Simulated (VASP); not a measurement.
# Ir (I4/mmm) in VASP: notebook, part 2 of 2

VASP 6.6.1. The steps go on from the part before.

## 3. Single point, PBE (strain +0.0250 x Voigt [0, 0, 1, 0, 0, 0])

Contents of INCAR:

```
SYSTEM = Ir
  PREC = Accurate
  ENCUT = 520
  EDIFF = 1E-6
  ISMEAR = 0
  SIGMA = 0.15
  LREAL = .False.
  LASPH = .True.
  NELM = 60
  ALGO = Fast
  ISIF = 2
  LWAVE = .False.
  LCHARG = .False.
  GGA = PE
  NBANDS = 10
```

Contents of KPOINTS:

```
Automatic mesh
0
Gamma
  22 22 22
  0 0 0
```

Contents of POSCAR:

```
Ir
1.0
    0.0000000000      1.9197000000      1.9676925000
    1.9197000000      0.0000000000      1.9676925000
    1.9197000000      1.9197000000      0.0000000000
Ir
1
Direct
    0.0000000000      0.0000000000      0.0000000000
```

Potentials or basis: VASP PAW PBE potentials, release 64 (Ir).

Launch:

```bash
cat potpaw_PBE.64/Ir/POTCAR > POTCAR
mpirun -np 1 vasp_std > vasp.out
```

OUTCAR:

```text
SYSTEM = Ir
   PREC = Accurate
   ENCUT = 520
   EDIFF = 1E-6
   ISMEAR = 0
   LREAL = .False.
   LASPH = .True.
   NELM = 60
   ISIF = 2
   GGA = PE

 ion  position               nearest neighbor table
   1  0.000  0.000  0.000-

  LATTYP: Found a body centered tetragonal cell.
 ALAT       =     2.7148657757
 C/A-ratio  =     1.4495689014

  Lattice vectors:

 A1 = (  -1.9197000000,   0.0000000000,   1.9676925000)
 A2 = (   1.9197000000,   0.0000000000,   1.9676925000)
 A3 = (   0.0000000000,   1.9197000000,  -1.9676925000)

Analysis of symmetry for initial positions (statically):
=====================================================================
 Subroutine PRICEL returns:
 Original cell was already a primitive cell.

 Routine SETGRP: Setting up the symmetry group for a
 body centered tetragonal supercell.

 Subroutine GETGRP returns: Found 16 space group operations
 (whereof 16 operations were pure point group operations)
 out of a pool of 16 trial point group operations.

The static configuration has the point symmetry D_4h.

Analysis of symmetry for dynamics (positions and initial velocities):
=====================================================================
 Subroutine PRICEL returns:
 Original cell was already a primitive cell.

 Routine SETGRP: Setting up the symmetry group for a
 body centered tetragonal supercell.

 Subroutine GETGRP returns: Found 16 space group operations
 (whereof 16 operations were pure point group operations)
 out of a pool of 16 trial point group operations.

The dynamic configuration has the point symmetry D_4h.

 Subroutine INISYM returns: Found 16 space group operations
 (whereof 16 operations are pure point group operations),
 and found     1 'primitive' translations

----------------------------------------------------------------------------------------

                                     Primitive cell

  volume of cell :      14.5029

  direct lattice vectors                    reciprocal lattice vectors
     0.000000000  1.919700000  1.967692500    -0.260457363  0.260457363  0.254104745
     1.919700000  0.000000000  1.967692500     0.260457363 -0.260457363  0.254104745
     1.919700000  1.919700000  0.000000000     0.260457363  0.260457363 -0.254104745

  length of vectors
     2.749011070  2.749011070  2.714865776     0.447487762  0.447487762  0.447487762

  position of ions in fractional coordinates (direct lattice)
     0.000000000  0.000000000  0.000000000

  ion indices of the primitive-cell ions
   primitive index   ion index
                 1           1

----------------------------------------------------------------------------------------

 KPOINTS: Automatic mesh

Automatic generation of k-mesh.
 Grid dimensions read from file:
 generate k-points for:   22   22   22

 Generating k-lattice:

  Cartesian coordinates                     Fractional coordinates (reciprocal lattice)
    -0.011838971  0.011838971  0.011550216     0.045454545 -0.000000000  0.000000000
     0.011838971 -0.011838971  0.011550216    -0.000000000  0.045454545  0.000000000
     0.011838971  0.011838971 -0.011550216     0.000000000  0.000000000  0.045454545

  Length of vectors
     0.020340353  0.020340353  0.020340353

  Shift w.r.t. Gamma in fractional coordinates (k-lattice)
     0.000000000  0.000000000  0.000000000

 Subroutine IBZKPT returns following result:
 ===========================================

 Found    834 irreducible k-points:

 Following reciprocal coordinates:
            Coordinates               Weight
  0.000000  0.000000  0.000000      1.000000
  0.045455  0.000000  0.000000      8.000000
  0.090909  0.000000  0.000000      8.000000
  0.136364  0.000000  0.000000      8.000000
  0.181818  0.000000  0.000000      8.000000
  0.227273 -0.000000  0.000000      8.000000
[... 16 lines left out ...]
  0.500000  0.045455  0.000000      8.000000
 -0.454545  0.045455  0.000000      8.000000
 [... further k-points ...]
   k-points           NKPTS =    834   k-points in BZ     NKDIM =    834   number of bands    NBANDS=     10
   number of dos      NEDOS =    301   number of ions     NIONS =      1
   total plane-waves  NPLWV =   8000
   dimension x,y,z NGX =    20 NGY =   20 NGZ =   20
   dimension x,y,z NGXF=    40 NGYF=   40 NGZF=   40
   ions per type =               1
   NGX,Y,Z   is equivalent  to a cutoff of  12.09, 12.09, 12.25 a.u.
   NGXF,Y,Z  is equivalent  to a cutoff of  24.19, 24.19, 24.49 a.u.
 SYSTEM =  Ir
   PREC   = accura    normal or accurate (medium, high low for compatibility)
   ISTART =      0    job   : 0-new  1-cont  2-samecut
   ICHARG =      2    charge: 1-file 2-atom 10-const
   ISPIN  =      1    spin polarized calculation?
   LNONCOLLINEAR =      F non collinear calculations
   LSORBIT =      F    spin-orbit coupling
   LASPH  =      T    aspherical Exc in radial PAW
   ENCUT  =  520.0 eV  38.22 Ry    6.18 a.u.   5.11  5.11  5.05*2*pi/ulx,y,z
   NELM   =     60;   NELMIN=  2; NELMDL= -5     # of ELM steps
   EDIFF  = 0.1E-05   stopping-criterion for ELM
   LREAL  =      F    real-space projection
   EDIFFG = 0.1E-04   stopping-criterion for IOM
   NSW    =      0    number of steps for IOM
   IBRION =     -1    ionic relax: 0-MD 1-quasi-New 2-CG
   NFREE  =      0    steps in history (QN), initial steepest desc. (CG)
   ISIF   =      2    stress and relaxation
   ISYM   =      2    0-nonsym 1-usesym 2-fastsym
   POTIM  = 0.5000    time-step for ionic-motion
   TEBEG  =    0.0;   TEEND  =   0.0 temperature during run
   PSTRESS=    0.0 pullay stress
   NELECT =       9.0000    total number of electrons
   NUPDOWN=      -1.0000    fix difference up-down
   EMIN   =  10.00;   EMAX   =-10.00  energy-range for DOS
   EFERMI =   0.00;   METHOD = LEGACY
   ISMEAR =     0;   SIGMA  =   0.15  broadening in eV -4-tet -1-fermi 0-gaus
   EFERMI_NEDOS =   21; number of points for ismear=-14 and -15
   IALGO  =     68    algorithm
   IMIX   =      4    mixing-type and parameters
     AMIX     =   0.40;   BMIX     =  1.00
     AMIX_MAG =   1.60;   BMIX_MAG =  1.00
  volume/ion in A,a.u.               =      14.50        97.87
  Fermi-wavevector in a.u.,A,eV,Ry     =   1.396382  2.638780 26.529778  1.949884
  Thomas-Fermi vector in A             =   2.519742
   LORBIT       =      0    0 simple, 1 ext, 2 COOP (PROOUT), +10 PAW based schemes
   GGA     = PE    functional components
   LHFCALC =     F    Hartree Fock is set to
   AEXX    =    0.0000 exact exchange contribution
   IVDW    =     0    specifies the selected vdW correction
   LEPSILON=     F    determine dielectric tensor
   LRPA    =     F    only Hartree local field effects (RPA)
 non-spin polarized calculation
 RMM-DIIS sequential band-by-band and
 Gauss-broadening in eV      SIGMA  =   0.15
  energy-cutoff  :      520.00
  volume of cell :       14.50
 maximum number of plane-waves:       401
   NGX = 11   NGY = 11   NGZ = 11

 number of electron       8.9999999 magnetization

 Free energy of the ion-electron system (eV)
  ---------------------------------------------------
  ext. energy  EPLUGINS =         0.00000000
  ---------------------------------------------------
  free energy    TOTEN  =        -8.84609072 eV

  energy without entropy =       -8.83338422  energy(sigma->0) =       -8.83973747

 E-fermi :   9.9517     XC(G=0): -13.8404

 val. band max:        9.9507414025   @ k =  -0.4545   0.0455   0.4091
 cond. band min:       9.9519929007   @ k =   0.3182   0.0000   0.1364
 fundamental gap:      0.0012514981
 Fermi energy:         9.9516821462

 k-point     1 :       0.0000    0.0000    0.0000
  band No.  band energies     occupation
      1      -0.8730      2.00000
      2       6.0323      2.00000
      3       6.3500      2.00000
      4       6.3500      2.00000
      5       8.6103      2.00000
      6       9.0293      2.00000
      7      24.3631      0.00000
      8      29.2977      0.00000
      9      30.0446      0.00000
     10      30.0446      0.00000

 k-point     2 :       0.0455    0.0000    0.0000
  band No.  band energies     occupation
      1      -0.7831      2.00000
      2       6.0410      2.00000
      3       6.3323      2.00000
      4       6.3892      2.00000
      5       8.5891      2.00000
      6       9.0003      2.00000
      7      24.5175      0.00000
      8      29.1134      0.00000
      9      29.8498      0.00000
     10      30.1922      0.00000
[... 274 lines left out ...]
 k-point    24 :      -0.4545    0.0455    0.0000
  band No.  band energies     occupation
      1       2.2177      2.00000
      2       5.9372      2.00000
      3       6.3737      2.00000
      4       8.7691      2.00000
      5      10.6326      0.00000
      6      11.3560      0.00000
      7      17.1645      0.00000
      8      24.0580      0.00000
      9      29.1056      0.00000
     10      29.9727      0.00000

 [... further k-points ...]
[... 5 lines left out ...]
  --------------------------------------------------------------------------------------
  -------------------------------------------------------------------------------------
  Total        0.3092128      0.3092128     -0.4755727      0.0000000     -0.0000000      0.0000000
  in kB       34.1596980     34.1596980    -52.5380045      0.0000000     -0.0000000      0.0000000
  external PRESSURE =       5.2604639 kB  Pullay stress =       0.0000000 kB

 VOLUME and BASIS-vectors are now :
 -----------------------------------------------------------------------------
  energy-cutoff  :      520.00
  volume of cell :       14.50
      direct lattice vectors                 reciprocal lattice vectors
     0.000000000  1.919700000  1.967692500    -0.260457363  0.260457363  0.254104745
     1.919700000  0.000000000  1.967692500     0.260457363 -0.260457363  0.254104745
     1.919700000  1.919700000  0.000000000     0.260457363  0.260457363 -0.254104745

 POSITION                                       TOTAL-FORCE (eV/Angst)
 -----------------------------------------------------------------------------------
      0.00000      0.00000      0.00000        -0.000000     -0.000000      0.000000
 -----------------------------------------------------------------------------------
    total drift:                                0.000000      0.000000      0.000000

  FREE ENERGIE OF THE ION-ELECTRON SYSTEM (eV)
  ---------------------------------------------------
  free  energy   TOTEN  =        -8.8460907190 eV

  energy  without entropy=       -8.8333842201  energy(sigma->0) =       -8.83973747
```

OSZICAR:

```text
N       E                     dE             d eps       ncg     rms          rms(c)
DAV:   1     0.473539100848E+02    0.47354E+02   -0.43385E+03 16826   0.814E+02
DAV:   2    -0.851223120173E+01   -0.55866E+02   -0.52988E+02 17076   0.195E+02
DAV:   3    -0.940420053367E+01   -0.89197E+00   -0.88860E+00 19468   0.301E+01
DAV:   4    -0.941212245000E+01   -0.79219E-02   -0.79204E-02 18834   0.261E+00
DAV:   5    -0.941228221767E+01   -0.15977E-03   -0.15976E-03 18988   0.358E-01    0.143E+01
RMM:   6    -0.893242169273E+01    0.47986E+00   -0.41093E-01 17279   0.800E+00    0.563E+00
RMM:   7    -0.885012013378E+01    0.82302E-01   -0.17333E-01 17748   0.384E+00    0.157E+00
RMM:   8    -0.884991876559E+01    0.20137E-03   -0.18747E-02 20405   0.167E+00    0.129E+00
RMM:   9    -0.884785872760E+01    0.20600E-02   -0.38744E-03 21031   0.528E-01    0.610E-01
RMM:  10    -0.884603009193E+01    0.18286E-02   -0.34318E-03 17731   0.848E-01    0.193E-01
RMM:  11    -0.884610309276E+01   -0.73001E-04   -0.23573E-04 20428   0.146E-01    0.158E-01
RMM:  12    -0.884611772555E+01   -0.14633E-04   -0.63863E-05 21316   0.575E-02    0.179E-01
RMM:  13    -0.884608965404E+01    0.28072E-04   -0.70420E-05 18603   0.908E-02    0.415E-02
RMM:  14    -0.884609108783E+01   -0.14338E-05   -0.17797E-05 18875   0.372E-02    0.599E-03
RMM:  15    -0.884609071902E+01    0.36881E-06   -0.29160E-06 18724   0.157E-02
   1 F= -.88460907E+01 E0= -.88397375E+01  d E =-.127065E-01
```

It took 76 s on 1 thread of Intel Xeon 6975P-C, shared host; peak memory 0.24 GiB.

What came out:

```
Free energy : -8.8461 eV
Pressure    : 0.5 GPa
```

Levels at points of the mesh, in eV from the Fermi level:
```tsv
k point	band 1	band 2	band 3	band 4	band 5	band 6	band 7	band 8
(0.00, 0.00, 0.00)	-10.82	-3.92	-3.60	-3.60	-1.34	-0.92	14.41	19.35
(0.50, 0.00, 0.00)	-7.81	-3.97	-3.64	-0.67	0.80	0.96	7.05	13.92
(0.50, 0.50, 0.00)	-7.62	-7.03	0.88	1.40	1.42	1.42	9.76	11.92
(0.50, 0.00, 0.50)	-7.59	-7.05	0.83	1.28	1.60	1.91	10.43	11.35
```

Caveat: the cell differs from its parent crystal (strain +0.0250 x Voigt [0, 0, 1, 0, 0, 0]); spin-orbit coupling is left out, which moves the levels of the heavy elements.
